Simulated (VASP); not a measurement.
# Ga3Sb (I4/mmm) in VASP: notebook, part 2 of 2

VASP 6.6.1. Earlier steps stand in the parts before.

## 3. Single point, PBE+D3(BJ) (22.12 Å³/atom)

This run uses another cell than the first one, of 22.12 Å³/atom.

INCAR

```
SYSTEM = Ga3Sb
PREC = Accurate
ENCUT = 520
EDIFF = 1E-6
ISMEAR = 0
SIGMA = 0.1
LREAL = .FALSE.
LASPH = .TRUE.
NELM = 60
ALGO = Fast
ISIF = 2
LWAVE = .FALSE.
LCHARG = .FALSE.
GGA = PE
IVDW = 12
NBANDS = 30
```

KPOINTS

```
Automatic mesh
0
G
  14 14 14
  0 0 0
```

POSCAR

```
Ga3Sb
1.0
   -2.2905085777      2.2905085777      4.2162854045
    2.2905085777     -2.2905085777      4.2162854045
    2.2905085777      2.2905085777     -4.2162854045
Ga Sb
3 1
Direct
    0.7500000000      0.2500000000      0.5000000000
    0.2500000000      0.7500000000      0.5000000000
    0.5000000000      0.5000000000      0.0000000000
    0.0000000000      0.0000000000      0.0000000000
```

Potentials or basis: VASP PAW PBE potentials, release 64 (Ga_d, Sb).

The run is started by

```console
$ cat potpaw_PBE.64/Ga_d/POTCAR potpaw_PBE.64/Sb/POTCAR > POTCAR
$ mpirun -np 1 vasp_std > vasp.out
```

OUTCAR:

```text
SYSTEM = Ga3Sb
   PREC = Accurate
   ENCUT = 520
   EDIFF = 1E-6
   ISMEAR = 0
   LREAL = .FALSE.
   LASPH = .TRUE.
   NELM = 60
   ISIF = 2
   GGA = PE
   IVDW = 12
 IVDW          = 12

 ion  position               nearest neighbor table
   1  0.750  0.250  0.500-   4 3.11   4 3.11   4 3.11   4 3.11
   2  0.250  0.750  0.500-   4 3.11   4 3.11   4 3.11   4 3.11
   3  0.500  0.500  0.000-   4 3.24   4 3.24   4 3.24   4 3.24
   4  0.000  0.000  0.000-   1 3.11   2 3.11   1 3.11   2 3.11   1 3.11   2 3.11   1 3.11   2 3.11
                             3 3.24   3 3.24   3 3.24   3 3.24

  LATTYP: Found a body centered tetragonal cell.
 ALAT       =     4.5810171554
 C/A-ratio  =     1.8407638572

  Lattice vectors:

 A1 = (  -2.2905085777,   2.2905085777,   4.2162854045)
 A2 = (   2.2905085777,  -2.2905085777,   4.2162854045)
 A3 = (   2.2905085777,   2.2905085777,  -4.2162854045)

Analysis of symmetry for initial positions (statically):
=====================================================================
 Subroutine PRICEL returns:
 Original cell was already a primitive cell.

 Routine SETGRP: Setting up the symmetry group for a
 body centered tetragonal supercell.

 Subroutine GETGRP returns: Found 16 space group operations
 (whereof 16 operations were pure point group operations)
 out of a pool of 16 trial point group operations.

The static configuration has the point symmetry D_4h.

Analysis of symmetry for dynamics (positions and initial velocities):
=====================================================================
 Subroutine PRICEL returns:
 Original cell was already a primitive cell.

 Routine SETGRP: Setting up the symmetry group for a
 body centered tetragonal supercell.

 Subroutine GETGRP returns: Found 16 space group operations
 (whereof 16 operations were pure point group operations)
 out of a pool of 16 trial point group operations.

The dynamic configuration has the point symmetry D_4h.

 Subroutine INISYM returns: Found 16 space group operations
 (whereof 16 operations are pure point group operations),
 and found     1 'primitive' translations

----------------------------------------------------------------------------------------

                                     Primitive cell

  volume of cell :      88.4818

  direct lattice vectors                    reciprocal lattice vectors
    -2.290508578  2.290508578  4.216285404     0.000000000  0.218292132  0.118587798
     2.290508578 -2.290508578  4.216285404     0.218292132  0.000000000  0.118587798
     2.290508578  2.290508578 -4.216285404     0.218292132  0.218292132  0.000000000

  length of vectors
     5.316946652  5.316946652  5.316946652     0.248424074  0.248424074  0.308711693

  position of ions in fractional coordinates (direct lattice)
     0.750000000  0.250000000  0.500000000
     0.250000000  0.750000000  0.500000000
     0.500000000  0.500000000  0.000000000
     0.000000000  0.000000000  0.000000000

  ion indices of the primitive-cell ions
   primitive index   ion index
                 1           1
                 2           2
                 3           3
                 4           4

[... 26 lines left out ...]
 Following reciprocal coordinates:
            Coordinates               Weight
  0.000000  0.000000  0.000000      1.000000
  0.071429 -0.000000  0.000000      8.000000
  0.142857  0.000000 -0.000000      8.000000
  0.214286  0.000000 -0.000000      8.000000
  0.285714  0.000000  0.000000      8.000000
  0.357143  0.000000  0.000000      8.000000
[... 16 lines left out ...]
  0.214286  0.142857 -0.000000     16.000000
  0.285714  0.142857 -0.000000     16.000000
 [... further k-points ...]
   k-points           NKPTS =    244   k-points in BZ     NKDIM =    244   number of bands    NBANDS=     30
   number of dos      NEDOS =    301   number of ions     NIONS =      4
   total plane-waves  NPLWV =  64000
   dimension x,y,z NGX =    40 NGY =   40 NGZ =   40
   dimension x,y,z NGXF=    80 NGYF=   80 NGZF=   80
   ions per type =               3   1
   NGX,Y,Z   is equivalent  to a cutoff of  12.51, 12.51, 12.51 a.u.
   NGXF,Y,Z  is equivalent  to a cutoff of  25.01, 25.01, 25.01 a.u.
 SYSTEM =  Ga3Sb
   PREC   = accura    normal or accurate (medium, high low for compatibility)
   ISTART =      0    job   : 0-new  1-cont  2-samecut
   ICHARG =      2    charge: 1-file 2-atom 10-const
   ISPIN  =      1    spin polarized calculation?
   LNONCOLLINEAR =      F non collinear calculations
   LSORBIT =      F    spin-orbit coupling
   LASPH  =      T    aspherical Exc in radial PAW
   ENCUT  =  520.0 eV  38.22 Ry    6.18 a.u.   9.89  9.89  9.89*2*pi/ulx,y,z
   NELM   =     60;   NELMIN=  2; NELMDL= -5     # of ELM steps
   EDIFF  = 0.1E-05   stopping-criterion for ELM
   LREAL  =      F    real-space projection
   EDIFFG = 0.1E-04   stopping-criterion for IOM
   NSW    =      0    number of steps for IOM
   IBRION =     -1    ionic relax: 0-MD 1-quasi-New 2-CG
   NFREE  =      0    steps in history (QN), initial steepest desc. (CG)
   ISIF   =      2    stress and relaxation
   ISYM   =      2    0-nonsym 1-usesym 2-fastsym
   POTIM  = 0.5000    time-step for ionic-motion
   TEBEG  =    0.0;   TEEND  =   0.0 temperature during run
   PSTRESS=    0.0 pullay stress
   NELECT =      44.0000    total number of electrons
   NUPDOWN=      -1.0000    fix difference up-down
   EMIN   =  10.00;   EMAX   =-10.00  energy-range for DOS
   EFERMI =   0.00;   METHOD = LEGACY
   ISMEAR =     0;   SIGMA  =   0.10  broadening in eV -4-tet -1-fermi 0-gaus
   EFERMI_NEDOS =   21; number of points for ismear=-14 and -15
   IALGO  =     68    algorithm
   IMIX   =      4    mixing-type and parameters
     AMIX     =   0.40;   BMIX     =  1.00
     AMIX_MAG =   1.60;   BMIX_MAG =  1.00
  volume/ion in A,a.u.               =      22.12       149.28
  Fermi-wavevector in a.u.,A,eV,Ry     =   1.297003  2.450981 22.887963  1.682218
  Thomas-Fermi vector in A             =   2.428424
   LORBIT       =      0    0 simple, 1 ext, 2 COOP (PROOUT), +10 PAW based schemes
   GGA     = PE    functional components
   LHFCALC =     F    Hartree Fock is set to
   AEXX    =    0.0000 exact exchange contribution
   IVDW    =    12    specifies the selected vdW correction
   LEPSILON=     F    determine dielectric tensor
   LRPA    =     F    only Hartree local field effects (RPA)
 non-spin polarized calculation
 RMM-DIIS sequential band-by-band and
 Gauss-broadening in eV      SIGMA  =   0.10
  energy-cutoff  :      520.00
  volume of cell :       88.48
 maximum number of plane-waves:      2408
   NGX = 19   NGY = 19   NGZ = 19

 number of electron      44.0000001 magnetization

 Free energy of the ion-electron system (eV)
  ---------------------------------------------------
  ext. energy  EPLUGINS =         0.00000000
  ---------------------------------------------------
  free energy    TOTEN  =       -12.59223211 eV

  energy without entropy =      -12.58651322  energy(sigma->0) =      -12.58937266

 E-fermi :   6.0022     XC(G=0): -10.4801

 val. band max:        5.9969218263   @ k =  -0.0714   0.5000   0.0714
 cond. band min:       6.0079621260   @ k =  -0.2857   0.3571   0.2857
 fundamental gap:      0.0110402997
 Fermi energy:         6.0022026368

 k-point     1 :       0.0000    0.0000    0.0000
  band No.  band energies     occupation
      1      -8.9528      2.00000
      2      -8.9254      2.00000
      3      -8.9028      2.00000
      4      -8.9018      2.00000
      5      -8.9018      2.00000
      6      -8.8808      2.00000
[... 781 lines left out ...]
     29      11.3254      0.00000
     30      13.2114      0.00000

 [... further k-points ...]

------------------------ aborting loop because EDIFF is reached ----------------------------------------

 Edisp (eV)   -1.34495

 E8    (eV) :    -0.6243

  FORCE on cell =-STRESS in cart. coord.  units (eV):
  Direction    XX          YY          ZZ          XY          YZ          ZX
  --------------------------------------------------------------------------------------
  -------------------------------------------------------------------------------------
  Total      -1.48716    -1.48716    -1.43546     0.00000     0.00000     0.00000
  in kB     -26.92857   -26.92857   -25.99253     0.00000     0.00000     0.00000
  external pressure =      -26.62 kB  Pullay stress =        0.00 kB

 VOLUME and BASIS-vectors are now :
 -----------------------------------------------------------------------------
  energy-cutoff  :      520.00
  volume of cell :       88.48
      direct lattice vectors                 reciprocal lattice vectors
    -2.290508578  2.290508578  4.216285404     0.000000000  0.218292132  0.118587798
     2.290508578 -2.290508578  4.216285404     0.218292132  0.000000000  0.118587798
     2.290508578  2.290508578 -4.216285404     0.218292132  0.218292132  0.000000000

 POSITION                                       TOTAL-FORCE (eV/Angst)
 -----------------------------------------------------------------------------------
      0.00000      2.29051      2.10814        -0.000000      0.000000      0.000000
      2.29051      0.00000      2.10814         0.000000     -0.000000     -0.000000
      0.00000      0.00000      4.21629         0.000000     -0.000000     -0.000000
      0.00000      0.00000      0.00000         0.000000     -0.000000     -0.000000
 -----------------------------------------------------------------------------------
    total drift:                               -0.000000     -0.000000      0.000000

  FREE ENERGIE OF THE ION-ELECTRON SYSTEM (eV)
  ---------------------------------------------------
  free  energy   TOTEN  =       -13.9371835486 eV

  energy  without entropy=      -13.9314646541  energy(sigma->0) =      -13.93432410
```

OSZICAR:

```text
N       E                     dE             d eps       ncg     rms          rms(c)
DAV:   1     0.297043256730E+03    0.29704E+03   -0.20830E+04 14918   0.234E+03
DAV:   2     0.238239267611E+02   -0.27322E+03   -0.26603E+03 15070   0.500E+02
DAV:   3    -0.114442940486E+02   -0.35268E+02   -0.34357E+02 16830   0.136E+02
DAV:   4    -0.126192275969E+02   -0.11749E+01   -0.11701E+01 17120   0.262E+01
DAV:   5    -0.126485579891E+02   -0.29330E-01   -0.29322E-01 19146   0.419E+00    0.241E+00
RMM:   6    -0.126045025623E+02    0.44055E-01   -0.87187E-02 19315   0.285E+00    0.136E+00
RMM:   7    -0.125928018065E+02    0.11701E-01   -0.41185E-02 19688   0.145E+00    0.174E-01
RMM:   8    -0.125921559739E+02    0.64583E-03   -0.45046E-03 20965   0.642E-01    0.786E-02
RMM:   9    -0.125922148269E+02   -0.58853E-04   -0.74848E-04 23755   0.230E-01    0.497E-02
RMM:  10    -0.125922301066E+02   -0.15280E-04   -0.12330E-04 23383   0.817E-02    0.937E-03
RMM:  11    -0.125922319006E+02   -0.17940E-05   -0.19378E-05 20861   0.388E-02    0.329E-03
RMM:  12    -0.125922321098E+02   -0.20923E-06   -0.62302E-06 15296   0.180E-02
   1 F= -.13937184E+02 E0= -.13934324E+02  d E =-.571889E-02
```

It took 23 min on 1 thread of Oxide Virtual Turin-like, shared host; peak memory 0.62 GiB.

Results:

* Free energy: -13.9372 eV
* Pressure: -2.7 GPa
* Band gap on the k mesh: zero (bands 22 and 23 overlap by 4.31 eV)
* Dispersion energy per atom: -0.336 eV

Caveat: spin-orbit coupling is left out, which moves the levels of the heavy elements.

## 4. Single point, PBE+D3(BJ) (22.96 Å³/atom)

This run uses another cell than the first one, of 22.96 Å³/atom.

INCAR

```
PREC     = Accurate       # precision mode
ENCUT    = 520            # plane-wave cutoff, eV
EDIFF    = 1E-6           # SCF threshold, eV
ISMEAR   = 0              # smearing method
SIGMA    = 0.1            # smearing width, eV
LREAL    = F              # projectors in reciprocal space
LASPH    = T              # aspherical terms in the spheres
NELM     = 100            # most SCF steps
ALGO     = Fast           # electronic algorithm
ISIF     = 2              # what is computed and relaxed
LWAVE    = F              # write WAVECAR
LCHARG   = F              # write CHGCAR
GGA      = PE             # functional
IVDW     = 12             # dispersion correction
NBANDS   = 30             # bands
```

KPOINTS

```
Automatic mesh
0
Gamma
  14 14 14
```

POSCAR

```
Ga3Sb
1.0
   -2.3189650101      2.3189650101      4.2686669768
    2.3189650101     -2.3189650101      4.2686669768
    2.3189650101      2.3189650101     -4.2686669768
Ga Sb
3 1
Direct
    0.7500000000      0.2500000000      0.5000000000
    0.2500000000      0.7500000000      0.5000000000
    0.5000000000      0.5000000000      0.0000000000
    0.0000000000      0.0000000000      0.0000000000
```

The run is started by

```console
$ cat potpaw_PBE.64/Ga_d/POTCAR potpaw_PBE.64/Sb/POTCAR > POTCAR
$ mpirun -np 1 vasp_std > vasp.out
```

Run time: 21 min. Hardware: 1 thread of Oxide Virtual Turin-like, shared host; peak memory 0.64 GiB.

The run converged. Its results:

```
Free energy                : -13.8684 eV
Pressure                   : -4.0 GPa
Band gap on the k mesh     : zero (bands 22 and 23 overlap by 4.10 eV)
Dispersion energy per atom : -0.324 eV
```

Levels at points of the mesh, in eV from the Fermi level:
| k point | band 18 | band 19 | band 20 | band 21 | band 22 | band 23 | band 24 | band 25 | band 26 | band 27 |
| --- | --- | --- | --- | --- | --- | --- | --- | --- | --- | --- |
| (0.00, 0.00, 0.00) | -2.76 | -2.68 | -2.32 | -1.78 | -1.78 | -0.42 | -0.42 | 0.24 | 0.54 | 2.70 |
| (0.50, 0.00, 0.00) | -4.98 | -4.32 | -1.60 | -1.46 | -0.88 | -0.26 | 1.63 | 2.67 | 3.30 | 3.73 |
| (0.50, 0.50, 0.00) | -5.77 | -5.15 | -4.43 | -4.06 | 0.89 | 0.99 | 1.43 | 1.82 | 5.39 | 6.12 |
| (0.50, 0.50, 0.50) | -4.72 | -3.54 | -3.40 | -3.40 | 2.41 | 3.52 | 3.52 | 3.99 | 4.87 | 4.88 |

Caveat: the cell stands under tension; spin-orbit coupling is left out, which moves the levels of the heavy elements.

## 5. Summary

| task | cell | cutoff (eV) | gap on the mesh (eV) | pressure (GPa) |
| --- | --- | --- | --- | --- |
| relaxation of shape and atoms at fixed volume | relaxed from a = 5.032 Å, angles 128.5, 128.5, 75.9°, 4 atoms | 600 | none | 6.1 |
| single point | a = 5.317 Å, angles 129.0, 129.0, 75.1°, 4 atoms | 520 | none | -2.7 |
| single point | a = 5.383 Å, angles 129.0, 129.0, 75.1°, 4 atoms | 520 | none | -4.0 |

Alike in all rows: level PBE+D3(BJ); potentials or basis VASP PAW PBE potentials, release 64 (Ga_d, Sb); no spin polarisation; k mesh 14 × 14 × 14; smearing gaussian 0.1 eV.

Caveats: spin-orbit coupling is left out, which moves the levels of the heavy elements; the highest band is partly filled, so the run has too few bands (at least some runs); the cell stands under tension (at least some runs).

Absolute energies hang on the potentials; compare differences alone.
